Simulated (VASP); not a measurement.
# BaAg2As2 (I4/mmm) in VASP: settings compared, part 2 of 2

VASP 6.6.1.

### Step 4. Single point, r2SCAN

This run uses another cell than the first one, of 24.47 Å³/atom.

File POSCAR:

```
BaAg2As2
1.0
   -2.3152151800      2.3152151800      5.7069768200
    2.3152151800     -2.3152151800      5.7069768200
    2.3152151800      2.3152151800     -5.7069768200
Ba Ag As
1 2 2
Direct
    0.0000000000      0.0000000000      0.0000000000
    0.7500000000      0.2500000000      0.5000000000
    0.2500000000      0.7500000000      0.5000000000
    0.3845306924      0.3845306924      0.0000000000
    0.6154693076      0.6154693076      0.0000000000
```

File INCAR.step1:

```
SYSTEM = BaAg2As2
PREC     = Accurate       ! precision mode
ENCUT    = 520            ! plane-wave cutoff, eV
ISMEAR   = -1             ! smearing method
SIGMA    = 0.1            ! smearing width, eV
LREAL    = .False.        ! projectors in reciprocal space
LASPH    = .True.         ! aspherical terms in the spheres
NELM     = 60             ! most SCF steps
NBANDS   = 29             ! bands
GGA      = PE             ! functional
ALGO     = Normal         ! electronic algorithm
EDIFF    = 1E-4           ! SCF threshold, eV
LWAVE    = .True.         ! write WAVECAR
LCHARG   = .False.        ! write CHGCAR
```

File INCAR.step2:

```
SYSTEM = BaAg2As2
PREC     = Accurate       ! precision mode
ENCUT    = 520            ! plane-wave cutoff, eV
EDIFF    = 1E-6           ! SCF threshold, eV
ISMEAR   = -1             ! smearing method
SIGMA    = 0.1            ! smearing width, eV
LREAL    = .False.        ! projectors in reciprocal space
LASPH    = .True.         ! aspherical terms in the spheres
NELM     = 60             ! most SCF steps
ALGO     = Normal         ! electronic algorithm
ISIF     = 2              ! what is computed and relaxed
LWAVE    = .False.        ! write WAVECAR
LCHARG   = .True.         ! write CHGCAR
METAGGA  = R2SCAN         ! meta-GGA
LMIXTAU  = .True.       
LELF     = .True.         ! ELF
LVHAR    = .True.       
NBANDS   = 29             ! bands
ISTART   = 1
```

File KPOINTS:

```
Automatic mesh
0
Gamma
  10 10 10
  0 0 0
```

Potentials or basis: VASP PAW PBE potentials, release 64 (Ba_sv, Ag, As).

Command:

```bash
$ cat potpaw_PBE.64/Ba_sv/POTCAR potpaw_PBE.64/Ag/POTCAR potpaw_PBE.64/As/POTCAR > POTCAR
$ cp INCAR.step1 INCAR
$ mpirun -np 1 vasp_std > vasp.out
$ cp INCAR.step2 INCAR
$ mpirun -np 1 vasp_std > vasp.out
```

OUTCAR:

```text
SYSTEM = BaAg2As2
   PREC = Accurate
   ENCUT = 520
   EDIFF = 1E-6
   ISMEAR = -1
   LREAL = .False.
   LASPH = .True.
   NELM = 60
   ISIF = 2
   METAGGA = R2SCAN
   ISTART = 1

 ion  position               nearest neighbor table
   1  0.000  0.000  0.000-   5 3.53   5 3.53   5 3.53   4 3.53   5 3.53   4 3.53   4 3.53   4 3.53
                             2 3.67   3 3.67   2 3.67   3 3.67   2 3.67   2 3.67   3 3.67   3 3.67
   2  0.750  0.250  0.500-   5 2.78   4 2.78   4 2.78   5 2.78   3 3.27   3 3.27   3 3.27   3 3.27
                             1 3.67   1 3.67   1 3.67   1 3.67
   3  0.250  0.750  0.500-   5 2.78   4 2.78   4 2.78   5 2.78   2 3.27   2 3.27   2 3.27   2 3.27
                             1 3.67   1 3.67   1 3.67   1 3.67
   4  0.385  0.385  0.000-   5 2.64   3 2.78   2 2.78   3 2.78   2 2.78   1 3.53   1 3.53   1 3.53
                             1 3.53
   5  0.615  0.615  0.000-   4 2.64   2 2.78   3 2.78   2 2.78   3 2.78   1 3.53   1 3.53   1 3.53
                             1 3.53

  LATTYP: Found a body centered tetragonal cell.
 ALAT       =     4.6304303600
 C/A-ratio  =     2.4649876475

  Lattice vectors:

 A1 = (  -2.3152151800,   2.3152151800,   5.7069768200)
 A2 = (   2.3152151800,  -2.3152151800,   5.7069768200)
 A3 = (   2.3152151800,   2.3152151800,  -5.7069768200)

Analysis of symmetry for initial positions (statically):
=====================================================================
 Subroutine PRICEL returns:
 Original cell was already a primitive cell.

 Routine SETGRP: Setting up the symmetry group for a
 body centered tetragonal supercell.

 Subroutine GETGRP returns: Found 16 space group operations
 (whereof 16 operations were pure point group operations)
 out of a pool of 16 trial point group operations.

The static configuration has the point symmetry D_4h.

Analysis of symmetry for dynamics (positions and initial velocities):
=====================================================================
 Subroutine PRICEL returns:
 Original cell was already a primitive cell.

 Routine SETGRP: Setting up the symmetry group for a
 body centered tetragonal supercell.

[... 133 lines left out ...]
  Thomas-Fermi vector in A             =   2.282924
   LORBIT       =      0    0 simple, 1 ext, 2 COOP (PROOUT), +10 PAW based schemes
   METAGGA = R2SCAN    functional components
   LHFCALC =     F    Hartree Fock is set to
   AEXX    =    0.0000 exact exchange contribution
   IVDW    =     0    specifies the selected vdW correction
   LEPSILON=     F    determine dielectric tensor
   LRPA    =     F    only Hartree local field effects (RPA)
 non-spin polarized calculation
  energy-cutoff  :      520.00
  volume of cell :      122.36
 maximum number of plane-waves:      3325
 NGX is ok and might be reduce to    50
   NGX = 25   NGY = 25   NGZ = 25

 number of electron      42.0000000 magnetization

 Free energy of the ion-electron system (eV)
  ---------------------------------------------------
  ext. energy  EPLUGINS =         0.00000000
  ---------------------------------------------------
  free energy    TOTEN  =      -101.39040572 eV

  energy without entropy =     -101.34032503  energy(sigma->0) =     -101.36536537

 E-fermi :   5.2072     XC(G=0): -10.5818

 val. band max:        5.2071896246   @ k =  -0.1000   0.5000   0.1000
 cond. band min:       5.2117726815   @ k =  -0.4000  -0.4000   0.3000
 fundamental gap:      0.0045830569
 Fermi energy:         5.2072105414

 k-point     1 :       0.0000    0.0000    0.0000
  band No.  band energies     occupation
      1     -23.9776      2.00000
      2      -8.8959      2.00000
      3      -8.7414      2.00000
      4      -8.7413      2.00000
      5      -7.3968      2.00000
      6      -5.1551      2.00000
[... 757 lines left out ...]
     28      10.0247      0.00000
     29      10.3154      0.00000

 [... further k-points ...]

------------------------ aborting loop because EDIFF is reached ----------------------------------------

  FORCE on cell =-STRESS in cart. coord.  units (eV):
  Direction    XX          YY          ZZ          XY          YZ          ZX
  --------------------------------------------------------------------------------------
  -------------------------------------------------------------------------------------
  Total       -1.4694439     -1.4694439     -1.4961904      0.0000000      0.0000000      0.0000000
  in kB      -19.2404294    -19.2404294    -19.5906394      0.0000000      0.0000000      0.0000000
  external PRESSURE =     -19.3571661 kB  Pullay stress =       0.0000000 kB

 VOLUME and BASIS-vectors are now :
 -----------------------------------------------------------------------------
  energy-cutoff  :      520.00
  volume of cell :      122.36
      direct lattice vectors                 reciprocal lattice vectors
    -2.315215180  2.315215180  5.706976820     0.000000000  0.215962648  0.087612061
     2.315215180 -2.315215180  5.706976820     0.215962648  0.000000000  0.087612061
     2.315215180  2.315215180 -5.706976820     0.215962648  0.215962648  0.000000000

 POSITION                                       TOTAL-FORCE (eV/Angst)
 -----------------------------------------------------------------------------------
      0.00000      0.00000      0.00000        -0.000000     -0.000000      0.000000
      0.00000      2.31522      2.85349        -0.000000     -0.000000      0.000000
      2.31522      0.00000      2.85349        -0.000000     -0.000000     -0.000000
      0.00000      0.00000      4.38902        -0.000000     -0.000000     -0.049123
      0.00000      0.00000      7.02494         0.000000      0.000000      0.049123
 -----------------------------------------------------------------------------------
    total drift:                               -0.000000      0.000000     -0.000000

  FREE ENERGIE OF THE ION-ELECTRON SYSTEM (eV)
  ---------------------------------------------------
  free  energy   TOTEN  =      -101.3904057228 eV

  energy  without entropy=     -101.3403250270  energy(sigma->0) =     -101.36536537
```

OSZICAR.step1:

```text
N       E                     dE             d eps       ncg     rms          rms(c)
DAV:   1     0.241861105090E+03    0.24186E+03   -0.19384E+04  5916   0.131E+03
DAV:   2    -0.639552844402E+01   -0.24826E+03   -0.23901E+03  6635   0.263E+02
DAV:   3    -0.200869834194E+02   -0.13691E+02   -0.13538E+02  7617   0.584E+01
DAV:   4    -0.203659945618E+02   -0.27901E+00   -0.27848E+00  7831   0.747E+00
DAV:   5    -0.203700399785E+02   -0.40454E-02   -0.40449E-02  7646   0.780E-01    0.812E+00
DAV:   6    -0.191926239224E+02    0.11774E+01   -0.69329E+00  6658   0.225E+01    0.705E+00
DAV:   7    -0.191774960013E+02    0.15128E-01   -0.78967E-01  6564   0.563E+00    0.363E+00
DAV:   8    -0.191639615513E+02    0.13534E-01   -0.92530E-02  6689   0.235E+00    0.649E-01
DAV:   9    -0.191611370024E+02    0.28245E-02   -0.21164E-02  6749   0.126E+00    0.123E-01
DAV:  10    -0.191614752107E+02   -0.33821E-03   -0.29552E-03  7041   0.305E-01    0.661E-02
DAV:  11    -0.191615338952E+02   -0.58684E-04   -0.40992E-04  6638   0.152E-01
   1 F= -.19161534E+02 E0= -.19131515E+02  d E =-.600382E-01
```

Wall time 16 min (1 thread of Intel Xeon 6975P-C (Granite Rapids), shared host); peak memory 0.63 GiB.

What came out:

```yaml
Free_energy: -101.3904 eV
Pressure: -1.9 GPa
Largest_force: 0.049 eV/Å
Band_gap_on_the_k_mesh: zero (bands 21 and 22 overlap by 0.66 eV)
```

Forces in eV/Å, atoms in the order of the input:
```
Ba   0.000  0.000  0.000
Ag   0.000  0.000  0.000
Ag   0.000  0.000  0.000
As   0.000  0.000 -0.049
As   0.000  0.000  0.049
```

Levels at points of the mesh, in eV from the Fermi level:
| k point | band 19 | band 20 | band 21 | band 22 | band 23 | band 24 |
| --- | --- | --- | --- | --- | --- | --- |
| (0.00, 0.00, 0.00) | -2.00 | -0.91 | -0.91 | 0.42 | 1.38 | 2.35 |
| (0.50, 0.00, 0.00) | -2.01 | -1.25 | -0.12 | -0.06 | 1.77 | 2.75 |
| (0.50, 0.50, 0.00) | -2.90 | -2.54 | -2.19 | 0.21 | 2.70 | 2.95 |
| (0.50, 0.50, 0.50) | -1.86 | -1.11 | 0.28 | 0.49 | 0.49 | 1.65 |

Caveat: the PAW data sets were made with another functional, which shifts forces and pressure a little; spin-orbit coupling is left out, which moves the levels of the heavy elements.

### Step 5. Summary

```tsv
task	level	cell	k mesh	cutoff (eV)	gap on the mesh (eV)	pressure (GPa)	largest force (eV/Å)
relaxation of cell and atoms	PBE	relaxed from a = 6.334 Å, angles 137.4, 137.4, 61.8°, 5 atoms	8 × 8 × 8	600	none	0.0	-
single point	r2SCAN	a = 6.537 Å, angles 138.8, 138.8, 59.7°, 5 atoms	10 × 10 × 10	520	none	-0.9	0.05
single point	r2SCAN	a = 6.580 Å, angles 138.8, 138.8, 59.7°, 5 atoms	10 × 10 × 10	520	none	-1.9	0.05
```

Alike in all rows: potentials or basis VASP PAW PBE potentials, release 64 (Ba_sv, Ag, As); no spin polarisation; smearing fermi-dirac 0.1 eV.

Caveats: spin-orbit coupling is left out, which moves the levels of the heavy elements; the PAW data sets were made with another functional, which shifts forces and pressure a little (at least some runs).

Total energies depend on the potentials used, so only differences within one code and one set of settings carry meaning.
